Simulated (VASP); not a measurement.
# Zn8O7 (a cell with a defect) in VASP: further runs

The runs below take Zn8O7 (a cell with a defect) through relaxation of the atoms, with PBE.

All numbers are computed with VASP 6.6.1; they aren't measurements. Logs are shortened: lines on timing, memory, paths and dates and some standing lists are left out, and cuts for length are marked.

### Step 1. The cell of the first run

The cell holds a defect, 15 atoms: a = 5.293 Å, b = 6.559 Å, c = 6.559 Å, α = 120.00°, β = 90.00°, γ = 90.00°.

### Step 2. Relaxation of the atoms, PBE (atoms taken out)

Contents of INCAR:

```
SYSTEM = Zn8O7
ALGO = Normal
EDIFF = 1E-6
EDIFFG = -0.025
ENCUT = 520
GGA = PE
IBRION = 2
ISIF = 2
ISMEAR = 0
KPAR = 4
LASPH = .TRUE.
LCHARG = .FALSE.
LREAL = Auto
LWAVE = .FALSE.
NELM = 80
NSW = 65
PREC = Accurate
SIGMA = 0.01
```

Contents of KPOINTS:

```
k-points
0
G
  4 4 4
  0 0 0
```

Contents of POSCAR:

```
Zn8O7
1.0
    0.0000000000      0.0000000000      5.2932331742
    6.5587815588     -0.0000000001      0.0000000000
   -3.2793907794      5.6800714478      0.0000000000
Zn O
8 7
Direct
    0.5006044116      0.3333333333      0.1666666667
    0.5006044116      0.3333333333      0.6666666667
    0.5006044116      0.8333333333      0.1666666667
    0.5006044116      0.8333333333      0.6666666667
    0.0006044116      0.1666666667      0.3333333333
    0.0006044116      0.1666666667      0.8333333333
    0.0006044116      0.6666666667      0.3333333333
    0.0006044116      0.6666666667      0.8333333333
    0.8797055884      0.3333333333      0.6666666667
    0.8797055884      0.8333333333      0.1666666667
    0.8797055884      0.8333333333      0.6666666667
    0.3797055884      0.1666666667      0.3333333333
    0.3797055884      0.1666666667      0.8333333333
    0.3797055884      0.6666666667      0.3333333333
    0.3797055884      0.6666666667      0.8333333333
```

Potentials or basis: VASP PAW PBE potentials, release 64 (Zn, O).

The run is started by

```sh
cat potpaw_PBE.64/Zn/POTCAR potpaw_PBE.64/O/POTCAR > POTCAR
mpirun -np 4 vasp_std > vasp.out
```

OUTCAR:

```text
SYSTEM = Zn8O7
   EDIFF = 1E-6
   EDIFFG = -0.025
   ENCUT = 520
   GGA = PE
   IBRION = 2
   ISIF = 2
   ISMEAR = 0
   LASPH = .TRUE.
   LREAL = Auto
   NELM = 80
   NSW = 65
   PREC = Accurate

 ion  position               nearest neighbor table
   1  0.501  0.333  0.167-  12 2.00  14 2.00  13 2.00
   2  0.501  0.333  0.667-  13 2.00  15 2.00  12 2.00   9 2.01
   3  0.501  0.833  0.167-  14 2.00  12 2.00  15 2.00  10 2.01
   4  0.501  0.833  0.667-  15 2.00  13 2.00  14 2.00  11 2.01
   5  0.001  0.167  0.333-  10 2.00   9 2.00  12 2.01
   6  0.001  0.167  0.833-   9 2.00  11 2.00  13 2.01
   7  0.001  0.667  0.333-  10 2.00  11 2.00  14 2.01
   8  0.001  0.667  0.833-  11 2.00   9 2.00  10 2.00  15 2.01
   9  0.880  0.333  0.667-   6 2.00   8 2.00   5 2.00   2 2.01
  10  0.880  0.833  0.167-   7 2.00   5 2.00   8 2.00   3 2.01
  11  0.880  0.833  0.667-   8 2.00   6 2.00   7 2.00   4 2.01
  12  0.380  0.167  0.333-   1 2.00   3 2.00   2 2.00   5 2.01
  13  0.380  0.167  0.833-   2 2.00   4 2.00   1 2.00   6 2.01
  14  0.380  0.667  0.333-   3 2.00   1 2.00   4 2.00   7 2.01
  15  0.380  0.667  0.833-   4 2.00   2 2.00   3 2.00   8 2.01

  LATTYP: Found a hexagonal cell.
 ALAT       =     6.5587815588
 C/A-ratio  =     0.8070451999

  Lattice vectors:

 A1 = (   6.5587815588,  -0.0000000001,   0.0000000000)
 A2 = (  -3.2793907794,   5.6800714478,   0.0000000000)
 A3 = (   0.0000000000,   0.0000000000,   5.2932331742)

Analysis of symmetry for initial positions (statically):
=====================================================================
 Subroutine PRICEL returns:
 Original cell was already a primitive cell.

 Routine SETGRP: Setting up the symmetry group for a
 hexagonal supercell.

 Subroutine GETGRP returns: Found  6 space group operations
 (whereof  2 operations were pure point group operations)
 out of a pool of 24 trial point group operations.

The static configuration has the point symmetry C_1h.
 The point group associated with its full space group is C_3v.

Analysis of symmetry for dynamics (positions and initial velocities):
=====================================================================
 Subroutine PRICEL returns:
 Original cell was already a primitive cell.

 Routine SETGRP: Setting up the symmetry group for a
 hexagonal supercell.

 Subroutine GETGRP returns: Found  6 space group operations
 (whereof  2 operations were pure point group operations)
 out of a pool of 24 trial point group operations.

The dynamic configuration has the point symmetry C_1h.
 The point group associated with its full space group is C_3v.

 Subroutine INISYM returns: Found  6 space group operations
[... 136 lines left out ...]
   GGA     = PE    functional components
   LHFCALC =     F    Hartree Fock is set to
   AEXX    =    0.0000 exact exchange contribution
   IVDW    =     0    specifies the selected vdW correction
   LEPSILON=     F    determine dielectric tensor
   LRPA    =     F    only Hartree local field effects (RPA)
 conjugate gradient relaxation of ions
 non-spin polarized calculation
 Gauss-broadening in eV      SIGMA  =   0.01
  energy-cutoff  :      520.00
  volume of cell :      197.20
 maximum number of plane-waves:      5354
 NGX is ok and might be reduce to    40
   NGX = 19   NGY = 25   NGZ = 25

--------------------------------------- Ionic step        1  -------------------------------------------

 number of electron     138.0000118 magnetization

 Free energy of the ion-electron system (eV)
  ---------------------------------------------------
  ext. energy  EPLUGINS =         0.00000000
  ---------------------------------------------------
  free energy    TOTEN  =       -62.45945169 eV

  energy without entropy =      -62.45945169  energy(sigma->0) =      -62.45945169

------------------------ aborting loop because EDIFF is reached ----------------------------------------

  FORCE on cell =-STRESS in cart. coord.  units (eV):
  Direction    XX          YY          ZZ          XY          YZ          ZX
  --------------------------------------------------------------------------------------
  -------------------------------------------------------------------------------------
  Total       -0.6503772     -0.6503772     -0.3144020      0.0000000     -0.0000000     -0.0000000
  in kB       -5.2841837     -5.2841837     -2.5544528      0.0000000     -0.0000000     -0.0000000
  external PRESSURE =      -4.3742734 kB  Pullay stress =       0.0000000 kB
[... 128 lines left out ...]
  FREE ENERGIE OF THE ION-ELECTRON SYSTEM (eV)
  ---------------------------------------------------
  free  energy   TOTEN  =       -62.6712037834 eV

  energy  without entropy=      -62.6712037834  energy(sigma->0) =      -62.67120378

[... ionic steps 4 to 10 ...]

--------------------------------------- Ionic step       11  -------------------------------------------

 number of electron     138.0000013 magnetization

------------------------ aborting loop because EDIFF is reached ----------------------------------------
[... 93 lines left out ...]
--------------------------------------- Ionic step       13  -------------------------------------------

 number of electron     138.0000014 magnetization

 Free energy of the ion-electron system (eV)
  ---------------------------------------------------
  ext. energy  EPLUGINS =         0.00000000
  ---------------------------------------------------
  free energy    TOTEN  =       -62.73327422 eV

  energy without entropy =      -62.73327422  energy(sigma->0) =      -62.73327422

 E-fermi :   1.1181     XC(G=0): -10.5753

 val. band max:        1.0293188404   @ k =   0.5000   0.5000   0.0000
 cond. band min:       2.5379122094   @ k =   0.0000   0.5000   0.0000
 fundamental gap:      1.5085933689
 Fermi energy:         1.1181304052

 k-point     1 :       0.0000    0.0000    0.0000
  band No.  band energies     occupation
      1     -16.9197      2.00000
      2     -16.3586      2.00000
      3     -16.3586      2.00000
      4     -16.3428      2.00000
      5     -16.2707      2.00000
      6     -16.1593      2.00000
[... 1081 lines left out ...]
     80       9.1569      0.00000
     81       9.3589      0.00000
 [bands above 81 left out]

------------------------ aborting loop because EDIFF is reached ----------------------------------------

  FORCE on cell =-STRESS in cart. coord.  units (eV):
  Direction    XX          YY          ZZ          XY          YZ          ZX
  --------------------------------------------------------------------------------------
  -------------------------------------------------------------------------------------
  Total       -5.0364861     -5.0364861     -5.8042833      0.0000000      0.0000000      0.0000000
  in kB      -40.9204343    -40.9204343    -47.1586312      0.0000000      0.0000000      0.0000000
  external PRESSURE =     -42.9998333 kB  Pullay stress =       0.0000000 kB
[... 30 lines left out ...]
  FREE ENERGIE OF THE ION-ELECTRON SYSTEM (eV)
  ---------------------------------------------------
  free  energy   TOTEN  =       -62.7332742186 eV

  energy  without entropy=      -62.7332742186  energy(sigma->0) =      -62.73327422

 reached required accuracy - stopping structural energy minimisation
```

Run time: 12 min. Hardware: 4 MPI ranks of Intel Xeon Platinum 8488C (Sapphire Rapids), shared host; peak memory 0.39 GiB.

Results:

| Item | Value |
| --- | --- |
| Free energy | -62.7333 eV |
| Energy gained by relaxing | 18.3 meV/atom |
| Ionic steps | 13 |
| Pressure after relaxing | -4.3 GPa |
| Largest force after relaxing | 0.018 eV/Å |
| Band gap on the k mesh | 1.51 eV |

Forces in eV/Å, atoms in the order of the input:
```
Zn   0.000  0.000 -0.011
Zn   0.002  0.001 -0.003
Zn   0.000 -0.002 -0.003
Zn  -0.002  0.001 -0.003
Zn  -0.002  0.001  0.009
Zn   0.000 -0.002  0.009
Zn   0.002  0.001  0.009
Zn   0.000  0.000 -0.018
O   -0.007 -0.004  0.001
O    0.000  0.008  0.001
O    0.007 -0.004  0.001
O   -0.001  0.001  0.003
O    0.000 -0.001  0.003
O    0.001  0.001  0.003
O    0.000  0.000 -0.003
```

Stress tensor (GPa, compression positive):
```
-4.09  0.00  0.00
 0.00 -4.09  0.00
 0.00  0.00 -4.72
```

Step by step:
| step | energy change (eV) | largest force (eV/Å) | pressure (GPa) |
| --- | --- | --- | --- |
| 1 | 0.0000 | 0.7886 | -0.44 |
| 2 | -0.0994 | 0.5895 | -1.32 |
| 3 | -0.2118 | 0.4575 | -3.75 |
| 4 | -0.2145 | 0.4075 | -3.42 |
| 5 | -0.2494 | 0.1982 | -3.85 |
| 6 | -0.2535 | 0.2242 | -4.06 |
| 7 | -0.2613 | 0.1947 | -4.14 |
| 8 | -0.2662 | 0.1493 | -4.29 |
| 9 | -0.2711 | 0.1126 | -4.33 |
| 10 | -0.2723 | 0.0929 | -4.36 |
| 11 | -0.2735 | 0.0338 | -4.33 |
| 12 | -0.2736 | 0.0347 | -4.33 |
| 13 | -0.2738 | 0.0183 | -4.30 |

Final structure:
```
Zn O
1.0
     0.00000    0.00000    5.29323
     6.55878    0.00000    0.00000
    -3.27939    5.68007    0.00000
Zn O
8 7
Cartesian
  1.6397 0.9467 2.9045
  -0.0089 3.7815 2.6248
  4.9191 0.9570 2.6248
  3.2883 3.7815 2.6248
  0.1142 1.8274 5.2559
  -1.6397 4.8653 5.2559
  3.1652 1.8274 5.2559
  1.6397 4.7334 5.2811
  -0.0192 3.7756 4.6572
  4.9191 0.9689 4.6572
  3.2986 3.7756 4.6572
  0.0474 1.8660 1.9974
  -1.6397 4.7881 1.9974
  3.2320 1.8660 1.9974
  1.6397 4.7334 2.0025
```

Caveat: the cell differs from its parent crystal (atoms taken out).

### Step 3. Relaxation of the atoms, PBE (atoms taken out)

Contents of INCAR:

```
SYSTEM = Zn8O7
  PREC = Accurate
  ENCUT = 520
  EDIFF = 1E-6
  ISMEAR = 0
  SIGMA = 0.01
  LREAL = Auto
  LASPH = .True.
  NELM = 60
  ALGO = Normal
  ISIF = 2
  LWAVE = .False.
  LCHARG = .False.
  GGA = PE
  IBRION = 2
  NSW = 65
  EDIFFG = -0.025
  NELECT = 136.0
  KPAR = 4
```

Contents of KPOINTS:

```
regular mesh
0
Gamma
  4 4 4
  0 0 0
```

Contents of POSCAR:

```
Zn8O7
1.0
    0.0000000000      0.0000000000      5.2932331742
    6.5587815588     -0.0000000001      0.0000000000
   -3.2793907794      5.6800714478      0.0000000000
Zn O
8 7
Direct
    0.4536972316      0.3333333333      0.1666666667
    0.5032900875      0.3380381227      0.6690190613
    0.5032900875      0.8309809387      0.1619618773
    0.5032900875      0.8309809387      0.6690190613
    0.0071385315      0.1581638904      0.3418361096
    0.0071385315      0.1581638904      0.8163277808
    0.0071385315      0.6836722192      0.3418361096
    0.0082139169      0.6666666667      0.8333333333
    0.8813175584      0.3341427478      0.6670713739
    0.8813175584      0.8329286261      0.1658572522
    0.8813175584      0.8329286261      0.6670713739
    0.3810200379      0.1658735838      0.3341264162
    0.3810200379      0.1658735838      0.8317471676
    0.3810200379      0.6682528324      0.3341264162
    0.3825646172      0.6666666667      0.8333333333
```

Potentials or basis: VASP PAW PBE potentials, release 64 (Zn, O).

The run is started by

```sh
cat potpaw_PBE.64/Zn/POTCAR potpaw_PBE.64/O/POTCAR > POTCAR
mpirun -np 4 vasp_std > vasp.out
```

Run time: 8.3 min. Hardware: 4 MPI ranks of Intel Xeon Platinum 8488C (Sapphire Rapids), shared host; peak memory 0.39 GiB.

The run converged. Its results:

```yaml
Free_energy: -65.9067 eV
Energy_gained_by_relaxing: 24.1 meV/atom
Ionic_steps: 10
Largest_force_after_relaxing: 0.024 eV/Å
```

Forces in eV/Å, atoms in the order of the input:
```
Zn   0.000  0.000 -0.019
Zn  -0.010 -0.006  0.005
Zn   0.000  0.012  0.005
Zn   0.010 -0.006  0.005
Zn  -0.011  0.006  0.003
Zn   0.000 -0.012  0.003
Zn   0.011  0.006  0.003
Zn   0.000  0.000  0.013
O    0.007  0.004 -0.006
O    0.000 -0.008 -0.006
O   -0.007  0.004 -0.006
O   -0.013  0.008 -0.008
O    0.000 -0.015 -0.008
O    0.013  0.008 -0.008
O    0.000  0.000  0.024
```

The path:
```
step  energy change (eV)  largest force (eV/Å)  pressure (GPa)
   1              0.0000                1.0810           -9.06
   2             -0.1679                0.7609           -8.03
   3             -0.2709                0.6739           -6.20
   4             -0.3435                0.2628           -5.82
   5             -0.3445                0.2672           -5.76
   6             -0.3534                0.2099           -5.81
   7             -0.3539                0.1928           -5.82
   8             -0.3589                0.1081           -5.81
   9             -0.3599                0.0621           -5.81
  10             -0.3612                0.0238           -5.73
```

Final structure:
```cif
data_structure
_symmetry_space_group_name_H-M 'P 1'
_symmetry_Int_Tables_number 1
_cell_length_a 5.2932
_cell_length_b 6.5588
_cell_length_c 6.5588
_cell_angle_alpha 120.000
_cell_angle_beta 90.000
_cell_angle_gamma 90.000
_cell_volume 197.20
loop_
_atom_site_label
_atom_site_type_symbol
_atom_site_fract_x
_atom_site_fract_y
_atom_site_fract_z
_atom_site_occupancy
Zn1 Zn 0.42160 0.33333 0.16667 1
Zn2 Zn 0.50361 0.34189 0.67095 1
Zn3 Zn 0.50361 0.82905 0.15811 1
Zn4 Zn 0.50361 0.82905 0.67095 1
Zn5 Zn 0.01927 0.14273 0.35727 1
Zn6 Zn 0.01927 0.14273 0.78545 1
Zn7 Zn 0.01927 0.71455 0.35727 1
Zn8 Zn 0.00993 0.66667 0.83333 1
O1 O 0.87864 0.33680 0.66840 1
O2 O 0.87864 0.83160 0.16320 1
O3 O 0.87864 0.83160 0.66840 1
O4 O 0.38215 0.16588 0.33412 1
O5 O 0.38215 0.16588 0.83177 1
O6 O 0.38215 0.66823 0.33412 1
O7 O 0.38022 0.66667 0.83333 1
```

Levels at points of the mesh, in eV from the Fermi level:
| k point | band 66 | band 67 | band 68 | band 69 | band 70 | band 71 |
| --- | --- | --- | --- | --- | --- | --- |
| (0.00, 0.00, 0.00) | -0.29 | -0.05 | -0.05 | 0.07 | 3.24 | 4.79 |
| (0.50, 0.00, 0.00) | -0.85 | -0.25 | -0.25 | 1.51 | 2.72 | 3.63 |
| (0.00, 0.50, 0.00) | -0.80 | -0.37 | -0.25 | 1.95 | 2.49 | 4.51 |
| (0.50, 0.50, 0.00) | -1.03 | -0.99 | -0.66 | 2.33 | 3.69 | 3.80 |

Caveat: the cell carries a net charge on a neutralising background, which shifts energy and pressure; the cell differs from its parent crystal (atoms taken out); the cell is charged against a uniform background, so pressure and absolute levels hang on convention.
